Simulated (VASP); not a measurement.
# InSe in VASP: further runs, part 2 of 2

VASP 6.6.1. Earlier steps stand in the parts before.

**3. Single point, PBE (atoms displaced along a vibrational mode)**

INCAR

```
SYSTEM = InSe
  ALGO = Normal
  EDIFF = 1E-6
  ENCUT = 520
  GGA = PE
  ISIF = 2
  ISMEAR = 0
  LASPH = .TRUE.
  LCHARG = .FALSE.
  LREAL = .FALSE.
  LWAVE = .FALSE.
  NBANDS = 27
  NELM = 80
  PREC = Accurate
  SIGMA = 0.05
```

KPOINTS

```
k-points
0
G
  8 8 6
  0 0 0
```

POSCAR

```
InSe
1.0
    5.7418854575     -2.0623790766     -0.1306417848
    5.7418854575      2.0623790766     -0.1306417848
   -1.6623467844      0.0000000000      5.4603689881
In Se
2 2
Direct
    0.8840372610      0.8840372610      0.0334494710
    0.1159627390      0.1159627390      0.9665505290
    0.6597218305      0.6597218305      0.6985033474
    0.3402781695      0.3402781695      0.3014966526
```

Potentials or basis: VASP PAW PBE potentials, release 64 (In_d, Se).

Command:

```
cat potpaw_PBE.64/In_d/POTCAR potpaw_PBE.64/Se/POTCAR > POTCAR
mpirun -np 1 vasp_std > vasp.out
```

OUTCAR:

```text
SYSTEM = InSe
   EDIFF = 1E-6
   ENCUT = 520
   GGA = PE
   ISIF = 2
   ISMEAR = 0
   LASPH = .TRUE.
   LREAL = .FALSE.
   NELM = 80
   PREC = Accurate

 ion  position               nearest neighbor table
   1  0.884  0.884  0.033-   3 2.69   4 2.71   4 2.71   2 2.81   2 3.63   2 3.63
   2  0.116  0.116  0.967-   4 2.69   3 2.71   3 2.71   1 2.81   1 3.63   1 3.63
   3  0.660  0.660  0.699-   1 2.69   2 2.71   2 2.71
   4  0.340  0.340  0.301-   2 2.69   1 2.71   1 2.71

  LATTYP: Found a base centered monoclinic cell.
 ALAT       =    11.4867429471
 B/A-ratio  =     0.3590885747
 C/A-ratio  =     0.4969036053
 COS(beta)  =    -0.3129261517

  Lattice vectors:

 A1 = (   5.7418854575,  -2.0623790766,  -0.1306417848)
 A2 = (   5.7418854575,   2.0623790766,  -0.1306417848)
 A3 = (  -1.6623467844,   0.0000000000,   5.4603689881)

Analysis of symmetry for initial positions (statically):
=====================================================================
 Subroutine PRICEL returns:
 Original cell was already a primitive cell.

 Routine SETGRP: Setting up the symmetry group for a
 base centered monoclinic supercell.

 Subroutine GETGRP returns: Found  4 space group operations
 (whereof  4 operations were pure point group operations)
 out of a pool of  4 trial point group operations.

The static configuration has the point symmetry C_2h.

Analysis of symmetry for dynamics (positions and initial velocities):
=====================================================================
 Subroutine PRICEL returns:
 Original cell was already a primitive cell.

 Routine SETGRP: Setting up the symmetry group for a
 base centered monoclinic supercell.

 Subroutine GETGRP returns: Found  4 space group operations
 (whereof  4 operations were pure point group operations)
 out of a pool of  4 trial point group operations.

The dynamic configuration has the point symmetry C_2h.

 Subroutine INISYM returns: Found  4 space group operations
 (whereof  4 operations are pure point group operations),
 and found     1 'primitive' translations

----------------------------------------------------------------------------------------

                                     Primitive cell

  volume of cell :     128.4270

  direct lattice vectors                    reciprocal lattice vectors
     5.741885457 -2.062379077 -0.130641785     0.087686792 -0.242438456  0.026695239
     5.741885457  2.062379077 -0.130641785     0.087686792  0.242438456  0.026695239
    -1.662346784  0.000000000  5.460368988     0.004195892  0.000000000  0.184415198

  length of vectors
     6.102435853  6.102435853  5.707803984     0.259187219  0.259187219  0.184462925

  position of ions in fractional coordinates (direct lattice)
     0.884037261  0.884037261  0.033449471
     0.115962739  0.115962739  0.966550529
     0.659721830  0.659721830  0.698503347
     0.340278170  0.340278170  0.301496653

  ion indices of the primitive-cell ions
   primitive index   ion index
                 1           1
                 2           2
                 3           3
                 4           4

----------------------------------------------------------------------------------------

 KPOINTS: k-points

Automatic generation of k-mesh.
 Grid dimensions read from file:
 generate k-points for:    8    8    6

 Generating k-lattice:

  Cartesian coordinates                     Fractional coordinates (reciprocal lattice)
     0.010960849 -0.030304807  0.003336905     0.125000000 -0.000000000  0.000000000
     0.010960849  0.030304807  0.003336905    -0.000000000  0.125000000  0.000000000
     0.000699315  0.000000000  0.030735866     0.000000000  0.000000000  0.166666667

  Length of vectors
     0.032398402  0.032398402  0.030743821

  Shift w.r.t. Gamma in fractional coordinates (k-lattice)
     0.000000000  0.000000000  0.000000000

 Subroutine IBZKPT returns following result:
 ===========================================

 Found    114 irreducible k-points:

 Following reciprocal coordinates:
            Coordinates               Weight
  0.000000  0.000000  0.000000      1.000000
  0.125000 -0.000000  0.000000      4.000000
  0.250000 -0.000000  0.000000      4.000000
  0.375000 -0.000000  0.000000      4.000000
  0.500000 -0.000000  0.000000      2.000000
  0.125000  0.125000  0.000000      2.000000
[... 16 lines left out ...]
  0.125000 -0.000000  0.166667      4.000000
  0.250000 -0.000000  0.166667      4.000000
 [... further k-points ...]
   k-points           NKPTS =    114   k-points in BZ     NKDIM =    114   number of bands    NBANDS=     27
   number of dos      NEDOS =    301   number of ions     NIONS =      4
   total plane-waves  NPLWV =  96768
   dimension x,y,z NGX =    48 NGY =   48 NGZ =   42
   dimension x,y,z NGXF=    96 NGYF=   96 NGZF=   84
   ions per type =               2   2
   NGX,Y,Z   is equivalent  to a cutoff of  13.08, 13.08, 12.23 a.u.
   NGXF,Y,Z  is equivalent  to a cutoff of  26.15, 26.15, 24.47 a.u.
 SYSTEM =  InSe
   PREC   = accura    normal or accurate (medium, high low for compatibility)
   ISTART =      0    job   : 0-new  1-cont  2-samecut
   ICHARG =      2    charge: 1-file 2-atom 10-const
   ISPIN  =      1    spin polarized calculation?
   LNONCOLLINEAR =      F non collinear calculations
   LSORBIT =      F    spin-orbit coupling
   LASPH  =      T    aspherical Exc in radial PAW
   ENCUT  =  520.0 eV  38.22 Ry    6.18 a.u.  11.35 11.35 10.61*2*pi/ulx,y,z
   NELM   =     80;   NELMIN=  2; NELMDL= -5     # of ELM steps
   EDIFF  = 0.1E-05   stopping-criterion for ELM
   LREAL  =      F    real-space projection
   EDIFFG = 0.1E-04   stopping-criterion for IOM
   NSW    =      0    number of steps for IOM
   IBRION =     -1    ionic relax: 0-MD 1-quasi-New 2-CG
   NFREE  =      0    steps in history (QN), initial steepest desc. (CG)
   ISIF   =      2    stress and relaxation
   ISYM   =      2    0-nonsym 1-usesym 2-fastsym
   POTIM  = 0.5000    time-step for ionic-motion
   TEBEG  =    0.0;   TEEND  =   0.0 temperature during run
   PSTRESS=    0.0 pullay stress
   NELECT =      38.0000    total number of electrons
   NUPDOWN=      -1.0000    fix difference up-down
   EMIN   =  10.00;   EMAX   =-10.00  energy-range for DOS
   EFERMI =   0.00;   METHOD = LEGACY
   ISMEAR =     0;   SIGMA  =   0.05  broadening in eV -4-tet -1-fermi 0-gaus
   EFERMI_NEDOS =   21; number of points for ismear=-14 and -15
   IALGO  =     38    algorithm
   IMIX   =      4    mixing-type and parameters
     AMIX     =   0.40;   BMIX     =  1.00
     AMIX_MAG =   1.60;   BMIX_MAG =  1.00
  volume/ion in A,a.u.               =      32.11       216.67
  Fermi-wavevector in a.u.,A,eV,Ry     =   1.090897  2.061497 16.191712  1.190057
  Thomas-Fermi vector in A             =   2.227131
   LORBIT       =      0    0 simple, 1 ext, 2 COOP (PROOUT), +10 PAW based schemes
   GGA     = PE    functional components
   LHFCALC =     F    Hartree Fock is set to
   AEXX    =    0.0000 exact exchange contribution
   IVDW    =     0    specifies the selected vdW correction
   LEPSILON=     F    determine dielectric tensor
   LRPA    =     F    only Hartree local field effects (RPA)
 non-spin polarized calculation
 Gauss-broadening in eV      SIGMA  =   0.05
  energy-cutoff  :      520.00
  volume of cell :      128.43
 maximum number of plane-waves:      3490
 NGX is ok and might be reduce to    48
   NGX = 23   NGY = 23   NGZ = 21

 number of electron      37.9999995 magnetization

 Free energy of the ion-electron system (eV)
  ---------------------------------------------------
  ext. energy  EPLUGINS =         0.00000000
  ---------------------------------------------------
  free energy    TOTEN  =       -14.06010915 eV

  energy without entropy =      -14.06010915  energy(sigma->0) =      -14.06010915

 E-fermi :   3.2754     XC(G=0):  -8.4305

 val. band max:        3.0498837178   @ k =   0.5000   0.5000   0.0000
 cond. band min:       4.1512299791   @ k =  -0.3750  -0.3750   0.1667
 fundamental gap:      1.1013462614
 Fermi energy:         3.2754383461

 k-point     1 :       0.0000    0.0000    0.0000
  band No.  band energies     occupation
      1     -11.5388      2.00000
      2     -11.4417      2.00000
      3     -11.2480      2.00000
      4     -11.2153      2.00000
      5     -11.1910      2.00000
      6     -11.1881      2.00000
[... 709 lines left out ...]
     26      10.0384      0.00000
     27      10.7586      0.00000

 [... further k-points ...]

------------------------ aborting loop because EDIFF is reached ----------------------------------------

  FORCE on cell =-STRESS in cart. coord.  units (eV):
  Direction    XX          YY          ZZ          XY          YZ          ZX
  --------------------------------------------------------------------------------------
  -------------------------------------------------------------------------------------
  Total        0.5324865      0.2605144      0.0845206      0.0000000      0.0000000     -0.1187417
  in kB        6.6429796      3.2500194      1.0544282      0.0000000      0.0000000     -1.4813492
  external PRESSURE =       3.6491424 kB  Pullay stress =       0.0000000 kB

 VOLUME and BASIS-vectors are now :
 -----------------------------------------------------------------------------
  energy-cutoff  :      520.00
  volume of cell :      128.43
      direct lattice vectors                 reciprocal lattice vectors
     5.741885457 -2.062379077 -0.130641785     0.087686792 -0.242438456  0.026695239
     5.741885457  2.062379077 -0.130641785     0.087686792  0.242438456  0.026695239
    -1.662346784  0.000000000  5.460368988     0.004195892  0.000000000  0.184415198

 POSITION                                       TOTAL-FORCE (eV/Angst)
 -----------------------------------------------------------------------------------
     10.09648      0.00000     -0.04834         0.045190      0.000000      0.162276
     -0.27505      0.00000      5.24742        -0.045190      0.000000     -0.162276
      6.41494      0.00000      3.64171         0.084743      0.000000     -0.021471
      3.40648      0.00000      1.55737        -0.084743      0.000000      0.021471
 -----------------------------------------------------------------------------------
    total drift:                               -0.000000     -0.000000      0.000000

  FREE ENERGIE OF THE ION-ELECTRON SYSTEM (eV)
  ---------------------------------------------------
  free  energy   TOTEN  =       -14.0601091474 eV

  energy  without entropy=      -14.0601091474  energy(sigma->0) =      -14.06010915
```

OSZICAR:

```text
N       E                     dE             d eps       ncg     rms          rms(c)
DAV:   1     0.331207276519E+03    0.33121E+03   -0.17369E+04  6162   0.151E+03
DAV:   2     0.256353653829E+02   -0.30557E+03   -0.29620E+03  6216   0.373E+02
DAV:   3    -0.128337233080E+02   -0.38469E+02   -0.37937E+02  7859   0.143E+02
DAV:   4    -0.145074506056E+02   -0.16737E+01   -0.16687E+01  7418   0.316E+01
DAV:   5    -0.145636908167E+02   -0.56240E-01   -0.56232E-01  9063   0.584E+00    0.622E+00
DAV:   6    -0.140743243854E+02    0.48937E+00   -0.92802E-01  8907   0.149E+01    0.379E+00
DAV:   7    -0.140571908264E+02    0.17134E-01   -0.38927E-01  8939   0.400E+00    0.126E+00
DAV:   8    -0.140579285849E+02   -0.73776E-03   -0.34213E-02  8935   0.196E+00    0.550E-01
DAV:   9    -0.140598651093E+02   -0.19365E-02   -0.72022E-03  7893   0.776E-01    0.196E-01
DAV:  10    -0.140599145802E+02   -0.49471E-04   -0.56032E-04  8071   0.202E-01    0.110E-01
DAV:  11    -0.140600998085E+02   -0.18523E-03   -0.30534E-04  7447   0.142E-01    0.284E-02
DAV:  12    -0.140601060255E+02   -0.62170E-05   -0.23389E-05  8209   0.309E-02    0.201E-02
DAV:  13    -0.140601079356E+02   -0.19101E-05   -0.11315E-05  5951   0.259E-02    0.580E-03
DAV:  14    -0.140601090058E+02   -0.10702E-05   -0.27804E-06  6074   0.171E-02    0.259E-03
DAV:  15    -0.140601091474E+02   -0.14156E-06   -0.46160E-07  4921   0.726E-03
   1 F= -.14060109E+02 E0= -.14060109E+02  d E =-.106706E-12
```

stdout:

```text
POSCAR found type information on POSCAR InSe
 POSCAR found :  2 types and       4 ions
 scaLAPACK will be used
 LDA part: xc-table for (Slater+PW92), standard interpolation
 POSCAR, INCAR and KPOINTS ok, starting setup
 FFT: planning ... GRIDC
 FFT: planning ... GRID_SOFT
 FFT: planning ... GRID
 WAVECAR not read
 entering main loop
```

Wall time 6.5 min (1 thread of Intel Xeon Platinum 8488C (Sapphire Rapids), shared host); peak memory 0.53 GiB.

What came out:

| Item | Value |
| --- | --- |
| Free energy | -14.0601 eV |
| Pressure | 0.4 GPa |
| Largest force | 0.168 eV/Å |
| Band gap on the k mesh | 1.10 eV (least direct gap 1.24 eV) |

Forces on the atoms (eV/Å):
```
In   0.045  0.000  0.162
In  -0.045  0.000 -0.162
Se   0.085  0.000 -0.021
Se  -0.085  0.000  0.021
```

Levels at points of the mesh, in eV from the valence-band top:
```csv
k point,band 15,band 16,band 17,band 18,band 19,band 20,band 21,band 22,band 23,band 24
"(0.00, 0.00, 0.00)",-3.50,-1.94,-1.87,-1.15,-1.13,2.20,2.28,3.35,4.52,5.28
"(0.50, 0.00, 0.00)",-2.56,-2.39,-2.10,-1.76,-1.22,1.63,2.22,3.68,3.76,4.27
"(0.50, 0.50, 0.00)",-2.55,-2.17,-1.60,-0.84,0.00,1.55,2.61,3.83,3.88,5.09
"(0.00, 0.00, 0.50)",-2.53,-1.83,-1.61,-1.06,-0.79,1.13,1.78,3.46,4.05,6.15
"(0.50, 0.00, 0.50)",-2.92,-2.81,-2.24,-1.96,-1.18,2.31,3.05,3.92,4.36,5.33
"(0.50, 0.50, 0.50)",-2.27,-1.85,-1.20,-0.96,-0.28,1.93,2.79,3.37,4.83,5.10
```

Caveat: the cell differs from its parent crystal (atoms displaced along a vibrational mode); spin-orbit coupling is left out, which moves the levels of the heavy elements. A k mesh can miss the band edges.
